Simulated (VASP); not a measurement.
# Re (P6_3/mmc) in VASP: a series of runs

Runs on Re. Level: PBEsol. Tasks: single point.

All numbers are computed with VASP 6.6.1; they aren't measurements. Logs are shortened: lines on timing, memory, paths and dates and some standing lists are left out, and cuts for length are marked.

### 1 The cell of the first run

Symmetry: P6_3/mmc, No. 194, hexagonal system. Conventional cell: a = 2.632 Å, b = 2.632 Å, c = 4.246 Å, α = 90.00°, β = 90.00°, γ = 120.00°. Re (site symmetry -6m2) has 12 Re at 2.61 to 2.63 Å within 3.4 Å.

### 2 Single point, PBEsol

Input file INCAR:

```
ALGO = Normal ; EDIFF = 1E-6
ENCUT = 520 ; GGA = PS
ISIF = 2 ; ISMEAR = -1
LASPH = T ; LCHARG = F
LREAL = F ; LWAVE = F
NBANDS = 14 ; NELM = 80
PREC = Accurate ; SIGMA = 0.1
```

Input file KPOINTS:

```
k-points
0
Gamma
  17 17 9
```

Input file POSCAR:

```
Re
1.0
    2.6316152233      0.0000000000      0.0000000000
   -1.3158076117      2.2790456364      0.0000000000
    0.0000000000      0.0000000000      4.2461619527
Re
2
Direct
    0.3333333333      0.6666666667      0.2500000000
    0.6666666667      0.3333333333      0.7500000000
```

Potentials or basis: VASP PAW PBE potentials, release 64 (Re).

Launch:

```bash
$ cat potpaw_PBE.64/Re/POTCAR > POTCAR
$ mpirun -np 1 vasp_std > vasp.out
```

OUTCAR:

```text
EDIFF = 1E-6
   ENCUT = 520
   GGA = PS
   ISIF = 2
   ISMEAR = -1
   LASPH = T
   LREAL = F
   NELM = 80
   PREC = Accurate

 ion  position               nearest neighbor table
   1  0.333  0.667  0.250-   2 2.61   2 2.61   2 2.61   2 2.61   2 2.61   2 2.61
   2  0.667  0.333  0.750-   1 2.61   1 2.61   1 2.61   1 2.61   1 2.61   1 2.61

  LATTYP: Found a hexagonal cell.
 ALAT       =     2.6316152233
 C/A-ratio  =     1.6135192999

  Lattice vectors:

 A1 = (   2.6316152233,   0.0000000000,   0.0000000000)
 A2 = (  -1.3158076117,   2.2790456364,   0.0000000000)
 A3 = (   0.0000000000,   0.0000000000,   4.2461619527)

Analysis of symmetry for initial positions (statically):
=====================================================================
 Subroutine PRICEL returns:
 Original cell was already a primitive cell.

 Routine SETGRP: Setting up the symmetry group for a
 hexagonal supercell.

 Subroutine GETGRP returns: Found 24 space group operations
 (whereof 12 operations were pure point group operations)
 out of a pool of 24 trial point group operations.

The static configuration has the point symmetry D_3d.
 The point group associated with its full space group is D_6h.

Analysis of symmetry for dynamics (positions and initial velocities):
=====================================================================
 Subroutine PRICEL returns:
 Original cell was already a primitive cell.

 Routine SETGRP: Setting up the symmetry group for a
 hexagonal supercell.

 Subroutine GETGRP returns: Found 24 space group operations
 (whereof 12 operations were pure point group operations)
 out of a pool of 24 trial point group operations.

The dynamic configuration has the point symmetry D_3d.
 The point group associated with its full space group is D_6h.

 Subroutine INISYM returns: Found 24 space group operations
 (whereof 12 operations are pure point group operations),
 and found     1 'primitive' translations

----------------------------------------------------------------------------------------

                                     Primitive cell

  volume of cell :      25.4667

  direct lattice vectors                    reciprocal lattice vectors
     2.631615223  0.000000000  0.000000000     0.379994762  0.219390078  0.000000000
    -1.315807612  2.279045636  0.000000000     0.000000000  0.438780156  0.000000000
     0.000000000  0.000000000  4.246161953     0.000000000  0.000000000  0.235506797

  length of vectors
     2.631615223  2.631615223  4.246161953     0.438780156  0.438780156  0.235506797

  position of ions in fractional coordinates (direct lattice)
     0.333333333  0.666666667  0.250000000
     0.666666667  0.333333333  0.750000000

  ion indices of the primitive-cell ions
   primitive index   ion index
                 1           1
                 2           2

----------------------------------------------------------------------------------------

 KPOINTS: k-points

Automatic generation of k-mesh.
 Grid dimensions read from file:
 generate k-points for:   17   17    9

 Generating k-lattice:

  Cartesian coordinates                     Fractional coordinates (reciprocal lattice)
     0.022352633  0.012905299  0.000000000     0.058823529 -0.000000000  0.000000000
     0.000000000  0.025810597  0.000000000     0.000000000  0.058823529  0.000000000
     0.000000000  0.000000000  0.026167422     0.000000000  0.000000000  0.111111111

  Length of vectors
     0.025810597  0.025810597  0.026167422

  Shift w.r.t. Gamma in fractional coordinates (k-lattice)
     0.000000000  0.000000000  0.000000000

 Subroutine IBZKPT returns following result:
 ===========================================

 Found    165 irreducible k-points:

 Following reciprocal coordinates:
            Coordinates               Weight
  0.000000  0.000000  0.000000      1.000000
  0.058824 -0.000000  0.000000      6.000000
  0.117647 -0.000000  0.000000      6.000000
  0.176471 -0.000000  0.000000      6.000000
  0.235294 -0.000000  0.000000      6.000000
  0.294118 -0.000000  0.000000      6.000000
[... 16 lines left out ...]
  0.411765  0.117647  0.000000     12.000000
  0.176471  0.176471  0.000000      6.000000
 [... further k-points ...]
   k-points           NKPTS =    165   k-points in BZ     NKDIM =    165   number of bands    NBANDS=     14
   number of dos      NEDOS =    301   number of ions     NIONS =      2
   total plane-waves  NPLWV =  12800
   dimension x,y,z NGX =    20 NGY =   20 NGZ =   32
   dimension x,y,z NGXF=    40 NGYF=   40 NGZF=   64
   ions per type =               2
   NGX,Y,Z   is equivalent  to a cutoff of  12.63, 12.63, 12.53 a.u.
   NGXF,Y,Z  is equivalent  to a cutoff of  25.27, 25.27, 25.06 a.u.
 SYSTEM =  unknown system
   PREC   = accura    normal or accurate (medium, high low for compatibility)
   ISTART =      0    job   : 0-new  1-cont  2-samecut
   ICHARG =      2    charge: 1-file 2-atom 10-const
   ISPIN  =      1    spin polarized calculation?
   LNONCOLLINEAR =      F non collinear calculations
   LSORBIT =      F    spin-orbit coupling
   LASPH  =      T    aspherical Exc in radial PAW
   ENCUT  =  520.0 eV  38.22 Ry    6.18 a.u.   4.89  4.89  7.90*2*pi/ulx,y,z
   NELM   =     80;   NELMIN=  2; NELMDL= -5     # of ELM steps
   EDIFF  = 0.1E-05   stopping-criterion for ELM
   LREAL  =      F    real-space projection
   EDIFFG = 0.1E-04   stopping-criterion for IOM
   NSW    =      0    number of steps for IOM
   IBRION =     -1    ionic relax: 0-MD 1-quasi-New 2-CG
   NFREE  =      0    steps in history (QN), initial steepest desc. (CG)
   ISIF   =      2    stress and relaxation
   ISYM   =      2    0-nonsym 1-usesym 2-fastsym
   POTIM  = 0.5000    time-step for ionic-motion
   TEBEG  =    0.0;   TEEND  =   0.0 temperature during run
   PSTRESS=    0.0 pullay stress
   NELECT =      14.0000    total number of electrons
   NUPDOWN=      -1.0000    fix difference up-down
   EMIN   =  10.00;   EMAX   =-10.00  energy-range for DOS
   EFERMI =   0.00;   METHOD = LEGACY
   ISMEAR =    -1;   SIGMA  =   0.10  broadening in eV -4-tet -1-fermi 0-gaus
   EFERMI_NEDOS =   21; number of points for ismear=-14 and -15
   IALGO  =     38    algorithm
   IMIX   =      4    mixing-type and parameters
     AMIX     =   0.40;   BMIX     =  1.00
     AMIX_MAG =   1.60;   BMIX_MAG =  1.00
  volume/ion in A,a.u.               =      12.73        85.93
  Fermi-wavevector in a.u.,A,eV,Ry     =   1.341097  2.534306 24.470638  1.798541
  Thomas-Fermi vector in A             =   2.469358
   LORBIT       =      0    0 simple, 1 ext, 2 COOP (PROOUT), +10 PAW based schemes
   GGA     = PS    functional components
   LHFCALC =     F    Hartree Fock is set to
   AEXX    =    0.0000 exact exchange contribution
   IVDW    =     0    specifies the selected vdW correction
   LEPSILON=     F    determine dielectric tensor
   LRPA    =     F    only Hartree local field effects (RPA)
 non-spin polarized calculation
  energy-cutoff  :      520.00
  volume of cell :       25.47
 maximum number of plane-waves:       702
 NGX is ok and might be reduce to    20
   NGX =  9   NGY =  9   NGZ = 15

 number of electron      14.0000000 magnetization

 Free energy of the ion-electron system (eV)
  ---------------------------------------------------
  ext. energy  EPLUGINS =         0.00000000
  ---------------------------------------------------
  free energy    TOTEN  =       -26.03194766 eV

  energy without entropy =      -25.98717942  energy(sigma->0) =      -26.00956354

 E-fermi :   9.6343     XC(G=0): -14.6205

 val. band max:        9.6225224946   @ k =   0.1176   0.1176   0.0000
 cond. band min:       9.6386542872   @ k =   0.0588  -0.0000   0.0000
 fundamental gap:      0.0161317926
 Fermi energy:         9.6343115767

 k-point     1 :       0.0000    0.0000    0.0000
  band No.  band energies     occupation
      1      -1.2792      2.00000
      2       1.8253      2.00000
      3       7.5821      2.00000
      4       7.5821      2.00000
      5       7.6234      2.00000
      6       8.6450      1.99990
      7       8.6450      1.99990
      8       9.7813      0.37395
      9       9.7813      0.37395
     10      10.6721      0.00006
     11      13.6902      0.00000
     12      13.6902      0.00000
     13      21.6388      0.00000
     14      23.9286      0.00000

 k-point     2 :       0.0588   -0.0000    0.0000
  band No.  band energies     occupation
      1      -1.1093      2.00000
      2       1.9860      2.00000
      3       7.1138      2.00000
      4       7.7408      2.00000
      5       8.0298      2.00000
      6       8.5168      1.99997
      7       8.7964      1.99954
      8       9.4736      1.66610
      9       9.6387      0.97829
     10      10.1546      0.01095
     11      13.7963      0.00000
     12      14.5066      0.00000
     13      21.6759      0.00000
     14      24.3250      0.00000

 k-point     3 :       0.1176   -0.0000    0.0000
  band No.  band energies     occupation
      1      -0.6196      2.00000
      2       2.4288      2.00000
      3       6.5505      2.00000
      4       8.1209      2.00000
      5       8.2109      2.00000
      6       8.3457      1.99999
      7       8.5625      1.99996
      8       9.2438      1.96050
      9       9.2730      1.94750
     10       9.7147      0.61857
     11      14.0543      0.00000
     12      16.0690      0.00000
     13      21.6937      0.00000
     14      25.4293      0.00000

 k-point     4 :       0.1765   -0.0000    0.0000
  band No.  band energies     occupation
      1       0.1255      2.00000
      2       2.9989      2.00000
      3       6.0548      2.00000
      4       7.0398      2.00000
      5       7.7140      2.00000
      6       8.8013      1.99952
      7       8.9740      1.99729
      8       9.1916      1.97638
      9       9.3488      1.89114
     10       9.9651      0.07063
     11      14.3552      0.00000
     12      17.7873      0.00000
     13      21.5405      0.00000
     14      26.9266      0.00000

 k-point     5 :       0.2353   -0.0000    0.0000
  band No.  band energies     occupation
      1       1.0057      2.00000
      2       3.3391      2.00000
      3       5.8436      2.00000
      4       5.9330      2.00000
      5       7.4406      2.00000
      6       8.3175      2.00000
      7       8.9753      1.99726
      8       9.9954      0.05262
      9      10.0587      0.02830
     10      10.9199      0.00001
     11      14.6230      0.00000
[... 276 lines left out ...]
 k-point    22 :       0.3529    0.1176    0.0000
  band No.  band energies     occupation
      1       3.0386      2.00000
      2       3.3074      2.00000
      3       3.4938      2.00000
      4       6.8040      2.00000
      5       6.9750      2.00000
      6       8.1503      2.00000
      7       8.6937      1.99984
      8      12.8041      0.00000
      9      13.9888      0.00000
     10      14.6515      0.00000
     11      15.9885      0.00000
     12      20.7580      0.00000
     13      21.3039      0.00000
     14      22.8707      0.00000

 k-point    23 :       0.4118    0.1176    0.0000
  band No.  band energies     occupation
      1       2.9023      2.00000
      2       3.2409      2.00000
      3       3.3687      2.00000
      4       6.9671      2.00000
      5       7.3065      2.00000
      6       7.9292      2.00000
      7       9.0093      1.99615
      8      13.8946      0.00000
      9      14.4059      0.00000
     10      14.6686      0.00000
     11      17.1317      0.00000
     12      19.0860      0.00000
     13      21.6088      0.00000
     14      22.0876      0.00000

 k-point    24 :       0.1765    0.1765    0.0000
  band No.  band energies     occupation
      1       2.3315      2.00000
      2       4.3652      2.00000
      3       4.8442      2.00000
      4       4.8613      2.00000
      5       7.1147      2.00000
      6       7.5517      2.00000
      7       9.0834      1.99194
      8      10.1634      0.01003
      9      11.9195      0.00000
     10      13.1581      0.00000
     11      14.4076      0.00000
     12      20.9036      0.00000
     13      21.8810      0.00000
     14      25.8314      0.00000

 [... further k-points ...]
[... 5 lines left out ...]
  --------------------------------------------------------------------------------------
  -------------------------------------------------------------------------------------
  Total       11.4801114     11.4801114     11.4667169     -0.0000000      0.0000000      0.0000000
  in kB      722.2452879    722.2452879    721.4026068     -0.0000000      0.0000000      0.0000000
  external PRESSURE =     721.9643942 kB  Pullay stress =       0.0000000 kB

 VOLUME and BASIS-vectors are now :
 -----------------------------------------------------------------------------
  energy-cutoff  :      520.00
  volume of cell :       25.47
      direct lattice vectors                 reciprocal lattice vectors
     2.631615223  0.000000000  0.000000000     0.379994762  0.219390078  0.000000000
    -1.315807612  2.279045636  0.000000000     0.000000000  0.438780156  0.000000000
     0.000000000  0.000000000  4.246161953     0.000000000  0.000000000  0.235506797

 POSITION                                       TOTAL-FORCE (eV/Angst)
 -----------------------------------------------------------------------------------
     -0.00000      1.51936      1.06154        -0.000000      0.000000      0.000000
      1.31581      0.75968      3.18462         0.000000     -0.000000      0.000000
 -----------------------------------------------------------------------------------
    total drift:                                0.000000     -0.000000     -0.000000

  FREE ENERGIE OF THE ION-ELECTRON SYSTEM (eV)
  ---------------------------------------------------
  free  energy   TOTEN  =       -26.0319476555 eV

  energy  without entropy=      -25.9871794234  energy(sigma->0) =      -26.00956354
```

Run time: 34 s. Hardware: 1 thread of Intel Xeon 6975P-C, shared host; peak memory 0.18 GiB.

Results:

| Property | Result |
| --- | --- |
| Free energy | -26.0319 eV |
| Pressure | 72.2 GPa |
| Band gap on the k mesh | zero (band 7 reaches 11.69 eV, above the bottom of band 8 at 7.55 eV) |

Stress tensor (GPa, compression positive):
```
72.22  0.00  0.00
 0.00 72.22  0.00
 0.00  0.00 72.14
```

Levels at points of the mesh, in eV from the Fermi level:
| k point | band 3 | band 4 | band 5 | band 6 | band 7 | band 8 | band 9 | band 10 | band 11 | band 12 |
| --- | --- | --- | --- | --- | --- | --- | --- | --- | --- | --- |
| (0.00, 0.00, 0.00) | -2.05 | -2.05 | -2.01 | -0.99 | -0.99 | 0.15 | 0.15 | 1.04 | 4.06 | 4.06 |

Caveat: the PAW data sets were made with another functional, which shifts forces and pressure a little; spin-orbit coupling is left out, which moves the levels of the heavy elements.

### 3 Single point, PBEsol

Input file INCAR:

```
ALGO = Normal
EDIFF = 1E-7
ENCUT = 520
GGA = PS
ISIF = 2
ISMEAR = -1
LASPH = True
LCHARG = True
LELF = True
LREAL = False
LVHAR = True
LWAVE = False
NBANDS = 14
NELM = 80
PREC = Accurate
SIGMA = 0.1
```

KPOINTS is that of step 2.

Input file POSCAR:

```
Re
1.0
    2.6313889095      0.0000000000      0.0000000000
   -1.3156944548      2.2788496428      0.0000000000
    0.0000000000      0.0000000000      4.2457292220
Re
2
Direct
    0.3333333333      0.6666666667      0.2500000000
    0.6666666667      0.3333333333      0.7500000000
```

Potentials or basis: VASP PAW PBE potentials, release 64 (Re).

Launch:

```bash
$ cat potpaw_PBE.64/Re/POTCAR > POTCAR
$ mpirun -np 1 vasp_std > vasp.out
```

It took 35 s on 1 thread of Intel Xeon 6975P-C, shared host; peak memory 0.18 GiB.

The run converged. Its results:

```
Free energy            : -26.0288 eV
Pressure               : 72.4 GPa
Band gap on the k mesh : zero (band 7 reaches 11.69 eV, above the bottom of band 8 at 7.56 eV)
```

Levels at points of the mesh, in eV from the Fermi level:
```
           k point  band 3  band 4  band 5  band 6  band 7  band 8  band 9  band 10  band 11  band 12
(0.00, 0.00, 0.00)   -2.05   -2.05   -2.01   -0.99   -0.99    0.15    0.15     1.04     4.06     4.06
```

Caveat: the PAW data sets were made with another functional, which shifts forces and pressure a little; spin-orbit coupling is left out, which moves the levels of the heavy elements.
